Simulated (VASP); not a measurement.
# MnS (R3m) in VASP: single point with PBE

Aim: the single point of MnS with PBE.

Program: VASP 6.6.1. These are calculated values, not measurements. Logs are shortened: lines on timing, memory, paths and dates and some standing lists are left out, and cuts for length are marked.

## (1) The cell of the first run

Symmetry: R3m, No. 160, trigonal system. The conventional cell has a = 3.868 Å, b = 3.868 Å, c = 10.152 Å, α = 90.00°, β = 90.00°, γ = 120.00°. Within 3.2 Å of S (site symmetry 3m) lie 4 Mn at 2.39 to 2.54 Å. Within 3.2 Å of Mn (site symmetry 3m) lie 4 S at 2.39 to 2.54 Å.

## (2) Single point, PBE, collinear spin, ferromagnetic start

INCAR reads:

```
SYSTEM = MnS
PREC = Accurate
ENCUT = 500
EDIFF = 1E-6
ISMEAR = 0
SIGMA = 0.1
LREAL = .FALSE.
LASPH = .TRUE.
NELM = 200
ALGO = Normal
ISIF = 2
LWAVE = .FALSE.
LCHARG = .FALSE.
ISPIN = 2
MAGMOM = 0.14 4.63
LORBIT = 11
LMAXMIX = 4
GGA = PE
ISYM = 0
NBANDS = 20
GGA_COMPAT = .FALSE.
```

KPOINTS reads:

```
Automatic mesh
0
G
  9 9 10
  0 0 0
```

POSCAR reads:

```
MnS
1.0
    3.8677060762      0.0000000000      0.0000000000
   -1.9338530381      3.3495317163      0.0000000000
    1.9338530381      1.1165105721      3.3841535757
S Mn
1 1
Direct
    0.0000000000      0.5000000000      0.5000000000
    0.5000000000      0.2500000000      0.2500000000
```

Potentials or basis: VASP PAW PBE potentials, release 64 (S, Mn_pv).

The run is started by

```sh
$ cat potpaw_PBE.64/S/POTCAR potpaw_PBE.64/Mn_pv/POTCAR > POTCAR
$ mpirun -np 1 vasp_std > vasp.out
```

OUTCAR:

```text
SYSTEM = MnS
   PREC = Accurate
   ENCUT = 500
   EDIFF = 1E-6
   ISMEAR = 0
   LREAL = .FALSE.
   LASPH = .TRUE.
   NELM = 200
   ISIF = 2
   ISPIN = 2
   LORBIT = 11
   GGA = PE
   ISYM = 0

 ion  position               nearest neighbor table
   1  0.000  0.500  0.500-   2 2.39   2 2.39   2 2.39   2 2.54
   2  0.500  0.250  0.250-   1 2.39   1 2.39   1 2.39   1 2.54

IMPORTANT INFORMATION: All symmetrisations will be switched off!
NOSYMM: (Re-)initialisation of all symmetry stuff for point group C_1.

----------------------------------------------------------------------------------------

                                     Primitive cell

  volume of cell :      43.8417

  direct lattice vectors                    reciprocal lattice vectors
     3.867706076  0.000000000  0.000000000     0.258551188  0.149274598 -0.196996576
    -1.933853038  3.349531716  0.000000000     0.000000000  0.298549196 -0.098498288
     1.933853038  1.116510572  3.384153576     0.000000000  0.000000000  0.295494864

  length of vectors
     3.867706076  3.867706076  4.054488729     0.357685998  0.314378013  0.295494864

  position of ions in fractional coordinates (direct lattice)
     1.000000000  0.500000000  0.500000000
     0.500000000  0.250000000  0.250000000

  ion indices of the primitive-cell ions
   primitive index   ion index
                 1           1
                 2           2

----------------------------------------------------------------------------------------

 KPOINTS: Automatic mesh

Automatic generation of k-mesh.
 Grid dimensions read from file:
 generate k-points for:    9    9   10

 Generating k-lattice:

  Cartesian coordinates                     Fractional coordinates (reciprocal lattice)
     0.028727910  0.016586066 -0.021888508     0.111111111 -0.000000000  0.000000000
     0.000000000  0.033172133 -0.010944254     0.000000000  0.111111111  0.000000000
     0.000000000  0.000000000  0.029549486     0.000000000  0.000000000  0.100000000

  Length of vectors
     0.039742889  0.034930890  0.029549486

  Shift w.r.t. Gamma in fractional coordinates (k-lattice)
     0.000000000  0.000000000  0.000000000

 -----------------------------------------------------------------------------
|                                                                             |
|           W    W    AA    RRRRR   N    N  II  N    N   GGGG   !!!           |
|           W    W   A  A   R    R  NN   N  II  NN   N  G    G  !!!           |
|           W    W  A    A  R    R  N N  N  II  N N  N  G       !!!           |
|           W WW W  AAAAAA  RRRRR   N  N N  II  N  N N  G  GGG   !            |
|           WW  WW  A    A  R   R   N   NN  II  N   NN  G    G                |
|           W    W  A    A  R    R  N    N  II  N    N   GGGG   !!!           |
|                                                                             |
|     Your reciprocal lattice and k-lattice belong to different lattice       |
|     classes:                                                                |
|                                                                             |
|        The reciprocal lattice is rhombohedral (trigonal),                   |
|        whereas your k-lattice is base-centered monoclinic.                  |
|                                                                             |
|     Results are often still useful ...                                      |
|                                                                             |
 -----------------------------------------------------------------------------

 WARNING: IBZKPT: internal override: KBLOWUP is changed to .FALSE.
      ... skipping the blow-up phase ...

 Subroutine IBZKPT returns following result:
 ===========================================

 Found    406 irreducible k-points:

 Following reciprocal coordinates:
            Coordinates               Weight
  0.000000  0.000000  0.000000      1.000000
  0.111111  0.000000 -0.000000      2.000000
  0.222222  0.000000  0.000000      2.000000
  0.333333  0.000000  0.000000      2.000000
  0.444444  0.000000  0.000000      2.000000
  0.000000  0.111111  0.000000      2.000000
[... 16 lines left out ...]
 -0.111111  0.222222  0.000000      2.000000
  0.000000  0.333333  0.000000      2.000000
 [... further k-points ...]
   k-points           NKPTS =    406   k-points in BZ     NKDIM =    406   number of bands    NBANDS=     20
   number of dos      NEDOS =    301   number of ions     NIONS =      2
   total plane-waves  NPLWV =  23520
   dimension x,y,z NGX =    28 NGY =   28 NGZ =   30
   dimension x,y,z NGXF=    56 NGYF=   56 NGZF=   60
   ions per type =               1   1
   NGX,Y,Z   is equivalent  to a cutoff of  12.04, 12.04, 12.30 a.u.
   NGXF,Y,Z  is equivalent  to a cutoff of  24.07, 24.07, 24.60 a.u.
 SYSTEM =  MnS
   PREC   = accura    normal or accurate (medium, high low for compatibility)
   ISTART =      0    job   : 0-new  1-cont  2-samecut
   ICHARG =      2    charge: 1-file 2-atom 10-const
   ISPIN  =      2    spin polarized calculation?
   LNONCOLLINEAR =      F non collinear calculations
   LSORBIT =      F    spin-orbit coupling
   LASPH  =      T    aspherical Exc in radial PAW
   ENCUT  =  500.0 eV  36.75 Ry    6.06 a.u.   7.05  7.05  7.39*2*pi/ulx,y,z
   NELM   =    200;   NELMIN=  2; NELMDL= -5     # of ELM steps
   EDIFF  = 0.1E-05   stopping-criterion for ELM
   LREAL  =      F    real-space projection
   EDIFFG = 0.1E-04   stopping-criterion for IOM
   NSW    =      0    number of steps for IOM
   IBRION =     -1    ionic relax: 0-MD 1-quasi-New 2-CG
   NFREE  =      0    steps in history (QN), initial steepest desc. (CG)
   ISIF   =      2    stress and relaxation
   ISYM   =      0    0-nonsym 1-usesym 2-fastsym
   POTIM  = 0.5000    time-step for ionic-motion
   TEBEG  =    0.0;   TEEND  =   0.0 temperature during run
   PSTRESS=    0.0 pullay stress
   NELECT =      19.0000    total number of electrons
   NUPDOWN=      -1.0000    fix difference up-down
   EMIN   =  10.00;   EMAX   =-10.00  energy-range for DOS
   EFERMI =   0.00;   METHOD = LEGACY
   ISMEAR =     0;   SIGMA  =   0.10  broadening in eV -4-tet -1-fermi 0-gaus
   EFERMI_NEDOS =   21; number of points for ismear=-14 and -15
   IALGO  =     38    algorithm
   IMIX   =      4    mixing-type and parameters
     AMIX     =   0.40;   BMIX     =  1.00
     AMIX_MAG =   1.60;   BMIX_MAG =  1.00
  volume/ion in A,a.u.               =      21.92       147.93
  Fermi-wavevector in a.u.,A,eV,Ry     =   1.238883  2.341149 20.882632  1.534830
  Thomas-Fermi vector in A             =   2.373389
   LORBIT       =     11    0 simple, 1 ext, 2 COOP (PROOUT), +10 PAW based schemes
   GGA     = PE    functional components
   LHFCALC =     F    Hartree Fock is set to
   AEXX    =    0.0000 exact exchange contribution
   IVDW    =     0    specifies the selected vdW correction
   LEPSILON=     F    determine dielectric tensor
   LRPA    =     F    only Hartree local field effects (RPA)
 spin polarized calculation
 Gauss-broadening in eV      SIGMA  =   0.10
  energy-cutoff  :      500.00
  volume of cell :       43.84
 maximum number of plane-waves:      1130
   NGX = 15   NGY = 15   NGZ = 15

 number of electron      18.9999993 magnetization       4.9059875

 Free energy of the ion-electron system (eV)
  ---------------------------------------------------
  ext. energy  EPLUGINS =         0.00000000
  ---------------------------------------------------
  free energy    TOTEN  =       -14.04139283 eV

  energy without entropy =      -14.03638703  energy(sigma->0) =      -14.03888993

 E-fermi :   4.5242     XC(G=0):  -9.3213

 val. band max:        4.5230426107   @ k =   0.4444   0.1111   0.0000
 cond. band min:       4.5253369276   @ k =   0.0000   0.4444   0.5000
 fundamental gap:      0.0022943169
 Fermi energy:         4.5241788250

 spin component 1

 k-point     1 :       0.0000    0.0000    0.0000
  band No.  band energies     occupation
      1     -46.2352      1.00000
      2     -46.2113      1.00000
      3     -46.2112      1.00000
      4      -9.3990      1.00000
      5      -0.3720      1.00000
      6      -0.3451      1.00000
[... 12 lines left out ...]
     19      16.3720      0.00000
     20      17.1316      0.00000

 k-point     2 :       0.1111    0.0000   -0.0000
  band No.  band energies     occupation
      1     -46.2354      1.00000
      2     -46.2117      1.00000
      3     -46.2114      1.00000
      4      -9.3028      1.00000
      5      -0.5148      1.00000
      6      -0.3136      1.00000
[... 498 lines left out ...]
 k-point    24 :       0.0000    0.3333    0.0000
  band No.  band energies     occupation
      1     -46.2356      1.00000
      2     -46.2141      1.00000
      3     -46.2119      1.00000
      4      -8.8738      1.00000
      5      -1.0260      1.00000
      6      -0.1707      1.00000
[... 12 lines left out ...]
     19      15.2426      0.00000
     20      20.0992      0.00000

 [... further k-points ...]

 spin component 2

 k-point     1 :       0.0000    0.0000    0.0000
  band No.  band energies     occupation
      1     -41.6474      1.00000
      2     -41.6473      1.00000
      3     -41.6427      1.00000
      4      -9.0888      1.00000
      5       1.1452      1.00000
      6       1.2398      1.00000
[... 12 lines left out ...]
     19      17.2337      0.00000
     20      18.0330      0.00000

 k-point     2 :       0.1111    0.0000   -0.0000
  band No.  band energies     occupation
      1     -41.6479      1.00000
      2     -41.6475      1.00000
      3     -41.6429      1.00000
      4      -8.9982      1.00000
      5       0.9023      1.00000
      6       1.1690      1.00000
[... 498 lines left out ...]
 k-point    24 :       0.0000    0.3333    0.0000
  band No.  band energies     occupation
      1     -41.6516      1.00000
      2     -41.6482      1.00000
      3     -41.6431      1.00000
      4      -8.5948      1.00000
      5      -0.2213      1.00000
      6       1.2485      1.00000
[... 12 lines left out ...]
     19      16.2189      0.00000
     20      20.9332      0.00000

 [... further k-points ...]

------------------------ aborting loop because EDIFF is reached ----------------------------------------

  FORCE on cell =-STRESS in cart. coord.  units (eV):
  Direction    XX          YY          ZZ          XY          YZ          ZX
  --------------------------------------------------------------------------------------
  -------------------------------------------------------------------------------------
  Total        0.9579322      0.9577582     -0.7659905      0.0001471      0.0001113      0.0001919
  in kB       35.0072294     35.0008711    -27.9927998      0.0053744      0.0040670      0.0070128
  external PRESSURE =      14.0051002 kB  Pullay stress =       0.0000000 kB

 VOLUME and BASIS-vectors are now :
 -----------------------------------------------------------------------------
  energy-cutoff  :      500.00
  volume of cell :       43.84
      direct lattice vectors                 reciprocal lattice vectors
     3.867706076  0.000000000  0.000000000     0.258551188  0.149274598 -0.196996576
    -1.933853038  3.349531716  0.000000000     0.000000000  0.298549196 -0.098498288
     1.933853038  1.116510572  3.384153576     0.000000000  0.000000000  0.295494864

 POSITION                                       TOTAL-FORCE (eV/Angst)
 -----------------------------------------------------------------------------------
      0.00000      2.23302      1.69208         0.000001      0.000001      0.411891
      1.93385      1.11651      0.84604        -0.000001     -0.000001     -0.411891
 -----------------------------------------------------------------------------------
    total drift:                               -0.000064     -0.000037      0.000072

  FREE ENERGIE OF THE ION-ELECTRON SYSTEM (eV)
  ---------------------------------------------------
  free  energy   TOTEN  =       -14.0413928308 eV

  energy  without entropy=      -14.0363870344  energy(sigma->0) =      -14.03888993

 total charge

# of ion       s       p       d       tot
------------------------------------------
    1        1.316   2.449   0.000   3.765
    2        0.262   6.214   4.907  11.383
--------------------------------------------------
tot          1.578   8.663   4.907  15.148

 magnetization (x)

# of ion       s       p       d       tot
------------------------------------------
    1        0.012   0.075   0.000   0.087
    2        0.049   0.066   4.200   4.315
--------------------------------------------------
tot          0.061   0.141   4.200   4.402
```

Wall time 5.9 min (1 thread of AMD EPYC 9R45 (Zen 5), shared host); peak memory 0.53 GiB.

Results:

```yaml
Free_energy: -14.0414 eV
Pressure: 1.4 GPa
Largest_force: 0.412 eV/Å
Net_moment: 4.91 μB per cell
Site_moments: S +0.09; Mn +4.32 μB
Valence_electrons_inside_the_program's_atomic_spheres: S 3.77; Mn 11.38
```

Forces in eV/Å, atoms in the order of the input:
```
S    0.000  0.000  0.412
Mn   0.000  0.000 -0.412
```

Levels at points of the mesh, in eV from the Fermi level:
Spin up:
| k point | band 10 | band 11 | band 12 | band 13 | band 14 | band 15 |
| --- | --- | --- | --- | --- | --- | --- |
| (0.00, 0.00, 0.00) | 0.07 | 0.34 | 0.34 | 0.92 | 5.28 | 6.21 |
| (0.00, 0.00, 0.50) | -2.87 | -0.50 | -0.50 | 3.27 | 6.50 | 6.63 |
Spin down:
| k point | band 4 | band 5 | band 6 | band 7 | band 8 | band 9 | band 10 | band 11 |
| --- | --- | --- | --- | --- | --- | --- | --- | --- |
| (0.00, 0.00, 0.00) | -13.61 | -3.38 | -3.28 | -3.28 | 0.84 | 0.84 | 1.92 | 2.97 |
| (0.00, 0.00, 0.50) | -13.08 | -5.19 | -3.20 | -3.20 | 0.94 | 0.94 | 0.98 | 2.23 |

Caveat: a cell with one magnetic atom can't hold antiferromagnetic order, which such compounds often take; semilocal functionals often make such compounds metallic where correlation or magnetic order opens a gap, which also shifts bond lengths.
